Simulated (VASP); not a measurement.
# Si in VASP: relaxation of the atoms with PBE

Aim: the relaxation of the atoms of Si with PBE.

All numbers are computed with VASP 6.6.1; they aren't measurements. Logs are shortened: lines on timing, memory, paths and dates and some standing lists are left out, and cuts for length are marked.

## Step 1: The cell of the first run

The cell holds a slab with vacuum, 6 atoms: a = 3.869 Å, b = 5.471 Å, c = 19.869 Å, α = 90.00°, β = 90.00°, γ = 90.00°.

## Step 2: Relaxation of the atoms, PBE

Input file INCAR:

```
  PREC = Accurate
  ENCUT = 520
  EDIFF = 1E-6
  ISMEAR = -1
  SIGMA = 0.02
  LREAL = F
  LASPH = T
  NELM = 60
  ALGO = Normal
  ISIF = 2
  LWAVE = F
  LCHARG = F
  LDIPOL = T
  IDIPOL = 3
  DIPOL = 0.5 0.5 0.500
  GGA = PE
  IBRION = 2
  NSW = 32
  EDIFFG = -0.01
  KPAR = 4
```

Input file KPOINTS:

```
regular mesh
0
Gamma
  8 6 1
```

Input file POSCAR:

```
Si
1.0
    3.8685410222      0.0000000000      0.0000000000
    0.0000000000      5.4709431802      0.0000000000
    0.0000000000      0.0000000000     19.8685000000
Si
6
Direct
    0.7500000000      0.1155783311      0.4082130297
    0.2500000000      0.8844216689      0.4082130297
    0.2500000000      0.6198304794      0.4999999970
    0.7500000000      0.3801695206      0.4999999970
    0.7500000000      0.1155783125      0.5917869733
    0.2500000000      0.8844216875      0.5917869733
```

Potentials or basis: VASP PAW PBE potentials, release 64 (Si).

Command:

```console
> cat potpaw_PBE.64/Si/POTCAR > POTCAR
> mpirun -np 4 vasp_std > vasp.out
```

OUTCAR:

```text
PREC = Accurate
   ENCUT = 520
   EDIFF = 1E-6
   ISMEAR = -1
   LREAL = F
   LASPH = T
   NELM = 60
   ISIF = 2
   GGA = PE
   IBRION = 2
   NSW = 32
   EDIFFG = -0.01

 ion  position               nearest neighbor table
   1  0.750  0.116  0.408-   2 2.31   2 2.31   4 2.33
   2  0.250  0.884  0.408-   1 2.31   1 2.31   3 2.33
   3  0.250  0.620  0.500-   2 2.33   6 2.33   4 2.34   4 2.34
   4  0.750  0.380  0.500-   1 2.33   5 2.33   3 2.34   3 2.34
   5  0.750  0.116  0.592-   6 2.31   6 2.31   4 2.33
   6  0.250  0.884  0.592-   5 2.31   5 2.31   3 2.33

  LATTYP: Found a simple orthorhombic cell.
 ALAT       =     3.8685410222
 B/A-ratio  =     1.4142135624
 C/A-ratio  =     5.1359155521

  Lattice vectors:

 A1 = (   3.8685410222,   0.0000000000,   0.0000000000)
 A2 = (   0.0000000000,   5.4709431802,   0.0000000000)
 A3 = (   0.0000000000,   0.0000000000,  19.8685000000)

Analysis of symmetry for initial positions (statically):
=====================================================================
 Subroutine PRICEL returns:
 Original cell was already a primitive cell.

 Routine SETGRP: Setting up the symmetry group for a
 simple orthorhombic supercell.

 Subroutine GETGRP returns: Found  8 space group operations
 (whereof  4 operations were pure point group operations)
 out of a pool of  8 trial point group operations.

The static configuration has the point symmetry C_2h.
 The point group associated with its full space group is D_2h.

Analysis of symmetry for dynamics (positions and initial velocities):
=====================================================================
 Subroutine PRICEL returns:
 Original cell was already a primitive cell.

 Routine SETGRP: Setting up the symmetry group for a
 simple orthorhombic supercell.

 Subroutine GETGRP returns: Found  8 space group operations
 (whereof  4 operations were pure point group operations)
 out of a pool of  8 trial point group operations.

The dynamic configuration has the point symmetry C_2h.
 The point group associated with its full space group is D_2h.

 Subroutine INISYM returns: Found  8 space group operations
 (whereof  4 operations are pure point group operations),
 and found     1 'primitive' translations

----------------------------------------------------------------------------------------

                                     Primitive cell

  volume of cell :     420.5082

  direct lattice vectors                    reciprocal lattice vectors
     3.868541022  0.000000000  0.000000000     0.258495385  0.000000000  0.000000000
     0.000000000  5.470943180  0.000000000     0.000000000  0.182783839  0.000000000
     0.000000000  0.000000000 19.868500000     0.000000000  0.000000000  0.050330926

  length of vectors
     3.868541022  5.470943180 19.868500000     0.258495385  0.182783839  0.050330926

  position of ions in fractional coordinates (direct lattice)
     0.750000000  0.115578331  0.408213030
     0.250000000  0.884421669  0.408213030
     0.250000000  0.619830479  0.499999997
     0.750000000  0.380169521  0.499999997
     0.750000000  0.115578312  0.591786973
     0.250000000  0.884421688  0.591786973

  ion indices of the primitive-cell ions
   primitive index   ion index
                 1           1
                 2           2
                 3           3
                 4           4
                 5           5
                 6           6

----------------------------------------------------------------------------------------

 KPOINTS: regular mesh

Automatic generation of k-mesh.
 Grid dimensions read from file:
 generate k-points for:    8    6    1

 Generating k-lattice:

  Cartesian coordinates                     Fractional coordinates (reciprocal lattice)
     0.032311923  0.000000000  0.000000000     0.125000000  0.000000000  0.000000000
     0.000000000  0.030463973  0.000000000     0.000000000  0.166666667  0.000000000
     0.000000000  0.000000000  0.050330926     0.000000000  0.000000000  1.000000000

  Length of vectors
     0.032311923  0.030463973  0.050330926

  Shift w.r.t. Gamma in fractional coordinates (k-lattice)
     0.000000000  0.000000000  0.000000000

 Subroutine IBZKPT returns following result:
 ===========================================

 Found     20 irreducible k-points:

 Following reciprocal coordinates:
            Coordinates               Weight
  0.000000  0.000000  0.000000      1.000000
  0.125000  0.000000  0.000000      2.000000
  0.250000  0.000000  0.000000      2.000000
  0.375000  0.000000  0.000000      2.000000
  0.500000  0.000000  0.000000      1.000000
  0.000000  0.166667  0.000000      2.000000
[... 12 lines left out ...]
  0.375000  0.500000  0.000000      2.000000
  0.500000  0.500000  0.000000      1.000000
   k-points           NKPTS =     20   k-points in BZ     NKDIM =     20   number of bands    NBANDS=     16
   number of dos      NEDOS =    301   number of ions     NIONS =      6
   total plane-waves  NPLWV = 189000
   dimension x,y,z NGX =    30 NGY =   42 NGZ =  150
   dimension x,y,z NGXF=    60 NGYF=   84 NGZF=  300
   ions per type =               6
   NGX,Y,Z   is equivalent  to a cutoff of  12.89, 12.76, 12.55 a.u.
   NGXF,Y,Z  is equivalent  to a cutoff of  25.78, 25.53, 25.10 a.u.
 SYSTEM =  unknown system
   PREC   = accura    normal or accurate (medium, high low for compatibility)
   ISTART =      0    job   : 0-new  1-cont  2-samecut
   ICHARG =      2    charge: 1-file 2-atom 10-const
   ISPIN  =      1    spin polarized calculation?
   LNONCOLLINEAR =      F non collinear calculations
   LSORBIT =      F    spin-orbit coupling
   LASPH  =      T    aspherical Exc in radial PAW
   ENCUT  =  520.0 eV  38.22 Ry    6.18 a.u.   7.19 10.17 36.94*2*pi/ulx,y,z
   NELM   =     60;   NELMIN=  2; NELMDL= -5     # of ELM steps
   EDIFF  = 0.1E-05   stopping-criterion for ELM
   LREAL  =      F    real-space projection
   EDIFFG = -.1E-01   stopping-criterion for IOM
   NSW    =     32    number of steps for IOM
   IBRION =      2    ionic relax: 0-MD 1-quasi-New 2-CG
   NFREE  =      1    steps in history (QN), initial steepest desc. (CG)
   ISIF   =      2    stress and relaxation
   ISYM   =      2    0-nonsym 1-usesym 2-fastsym
   POTIM  = 0.5000    time-step for ionic-motion
   TEBEG  =    0.0;   TEEND  =   0.0 temperature during run
   PSTRESS=    0.0 pullay stress
   NELECT =      24.0000    total number of electrons
   NUPDOWN=      -1.0000    fix difference up-down
   EMIN   =  10.00;   EMAX   =-10.00  energy-range for DOS
   EFERMI =   0.00;   METHOD = LEGACY
   ISMEAR =    -1;   SIGMA  =   0.02  broadening in eV -4-tet -1-fermi 0-gaus
   EFERMI_NEDOS =   21; number of points for ismear=-14 and -15
   IALGO  =     38    algorithm
   IMIX   =      4    mixing-type and parameters
     AMIX     =   0.40;   BMIX     =  1.00
     AMIX_MAG =   1.60;   BMIX_MAG =  1.00
  volume/ion in A,a.u.               =      70.08       472.95
  Fermi-wavevector in a.u.,A,eV,Ry     =   0.630309  1.191112  5.405457  0.397290
  Thomas-Fermi vector in A             =   1.692898
   LORBIT       =      0    0 simple, 1 ext, 2 COOP (PROOUT), +10 PAW based schemes
   GGA     = PE    functional components
   LHFCALC =     F    Hartree Fock is set to
   AEXX    =    0.0000 exact exchange contribution
   IVDW    =     0    specifies the selected vdW correction
   LEPSILON=     F    determine dielectric tensor
   LRPA    =     F    only Hartree local field effects (RPA)
 conjugate gradient relaxation of ions
 non-spin polarized calculation
  energy-cutoff  :      520.00
  volume of cell :      420.51
 maximum number of plane-waves:     11370
 NGX is ok and might be reduce to    30
   NGX = 15   NGY = 21   NGZ = 73

 dipolmoment           0.000000      0.000000     -0.000000 electrons x Angstroem

 number of electron      23.9999998 magnetization

 dipolmoment           0.000000      0.000000      0.000000 electrons x Angstroem

 Free energy of the ion-electron system (eV)
  ---------------------------------------------------
  ext. energy  EPLUGINS =         0.00000000
  ---------------------------------------------------
  free energy    TOTEN  =       -28.44722260 eV

  energy without entropy =      -28.43976320  energy(sigma->0) =      -28.44349290

 E-fermi :  -1.7762     XC(G=0):  -3.5165

 val. band max:       -1.7955054903   @ k =   0.0000   0.3333   0.0000
 cond. band min:      -1.7609852371   @ k =   0.1250   0.0000   0.0000
 fundamental gap:      0.0345202532
 Fermi energy:        -1.7761603508

 k-point     1 :       0.0000    0.0000    0.0000
  band No.  band energies     occupation
      1     -13.1334      2.00000
      2     -11.3442      2.00000
      3      -9.9062      2.00000
      4      -8.8362      2.00000
      5      -6.2234      2.00000
      6      -4.9962      2.00000
[... 8 lines left out ...]
     15       0.4099      0.00000
     16       0.6557      0.00000

 k-point     2 :       0.1250    0.0000    0.0000
  band No.  band energies     occupation
      1     -12.9978      2.00000
      2     -11.2036      2.00000
      3      -9.7612      2.00000
      4      -8.9203      2.00000
      5      -6.3521      2.00000
      6      -4.9751      2.00000
[... 8 lines left out ...]
     15       0.3826      0.00000
     16       1.0812      0.00000

 k-point     3 :       0.2500    0.0000    0.0000
  band No.  band energies     occupation
      1     -12.5961      2.00000
      2     -10.7850      2.00000
      3      -9.3277      2.00000
      4      -9.3169      2.00000
      5      -6.9783      2.00000
      6      -5.6858      2.00000
[... 8 lines left out ...]
     15       0.9145      0.00000
     16       1.0544      0.00000
[... 286 lines left out ...]
 k-point    19 :       0.3750    0.5000    0.0000
  band No.  band energies     occupation
      1     -11.1491      2.00000
      2     -11.1144      2.00000
      3      -9.9579      2.00000
      4      -8.0989      2.00000
      5      -8.0836      2.00000
      6      -8.0184      2.00000
[... 8 lines left out ...]
     15       1.1064      0.00000
     16       1.7074      0.00000

 k-point    20 :       0.5000    0.5000    0.0000
  band No.  band energies     occupation
      1     -10.8065      2.00000
      2     -10.8065      2.00000
      3      -9.0619      2.00000
      4      -9.0619      2.00000
      5      -8.5902      2.00000
      6      -8.5902      2.00000
[... 8 lines left out ...]
     15       1.5380      0.00000
     16       1.5380      0.00000

------------------------ aborting loop because EDIFF is reached ----------------------------------------

 vacuum level on the upper side and lower side of the slab       (xc-potential included)        -0.073        -0.073

  FORCE on cell =-STRESS in cart. coord.  units (eV):
  Direction    XX          YY          ZZ          XY          YZ          ZX
  --------------------------------------------------------------------------------------
  -------------------------------------------------------------------------------------
  Total        0.9629406      2.4053249     -0.0451568     -0.0000000      0.0000000      0.0000000
  in kB        3.6688975      9.1645226     -0.1720518     -0.0000000      0.0000000      0.0000000
  external PRESSURE =       4.2204561 kB  Pullay stress =       0.0000000 kB

 VOLUME and BASIS-vectors are now :
 -----------------------------------------------------------------------------
  energy-cutoff  :      520.00
  volume of cell :      420.51
      direct lattice vectors                 reciprocal lattice vectors
     3.868541022  0.000000000  0.000000000     0.258495385  0.000000000  0.000000000
     0.000000000  5.470943180  0.000000000     0.000000000  0.182783839  0.000000000
     0.000000000  0.000000000 19.868500000     0.000000000  0.000000000  0.050330926

 POSITION                                       TOTAL-FORCE (eV/Angst)
 -----------------------------------------------------------------------------------
      2.90141      0.63232      8.11058         0.000000     -0.000074      0.004596
      0.96714      4.83862      8.11058         0.000000      0.000074      0.004596
      0.96714      3.39106      9.93425         0.000000     -0.000861      0.000000
      2.90141      2.07989      9.93425         0.000000      0.000861      0.000000
      2.90141      0.63232     11.75792         0.000000     -0.000074     -0.004596
      0.96714      4.83862     11.75792         0.000000      0.000074     -0.004596
 -----------------------------------------------------------------------------------
    total drift:                                0.000001     -0.000001      0.000031

  FREE ENERGIE OF THE ION-ELECTRON SYSTEM (eV)
  ---------------------------------------------------
  free  energy   TOTEN  =       -28.4472226047 eV

  energy  without entropy=      -28.4397632035  energy(sigma->0) =      -28.44349290

 reached required accuracy - stopping structural energy minimisation

 vacuum level on the upper side and lower side of the slab         2.952         2.952
```

It took 1.8 min on 4 MPI ranks of Oxide Virtual Turin-like, shared host; peak memory 0.47 GiB.

What came out:

| Item | Value |
| --- | --- |
| Free energy | -28.4472 eV |
| Largest force after relaxing | 0.005 eV/Å |
| Band gap on the k mesh | zero (bands 12 and 13 overlap by 0.16 eV) |

Forces on the atoms (eV/Å):
```
Si   0.000  0.000  0.005
Si   0.000  0.000  0.005
Si   0.000 -0.001  0.000
Si   0.000  0.001  0.000
Si   0.000  0.000 -0.005
Si   0.000  0.000 -0.005
```

Final structure:
```yaml
crystal:
  lattice:
    - [3.86854, 0.00000, 0.00000]
    - [0.00000, 5.47094, 0.00000]
    - [0.00000, 0.00000, 19.86850]
  atoms:
    - { symbol: Si, position: [0.75000, 0.11558, 0.40821] }
    - { symbol: Si, position: [0.25000, 0.88442, 0.40821] }
    - { symbol: Si, position: [0.25000, 0.61983, 0.50000] }
    - { symbol: Si, position: [0.75000, 0.38017, 0.50000] }
    - { symbol: Si, position: [0.75000, 0.11558, 0.59179] }
    - { symbol: Si, position: [0.25000, 0.88442, 0.59179] }
```

Caveat: the relaxation stopped at its first step, so nothing moved.

The gap in the log of VASP goes by the Fermi energy; the results here count the filled bands.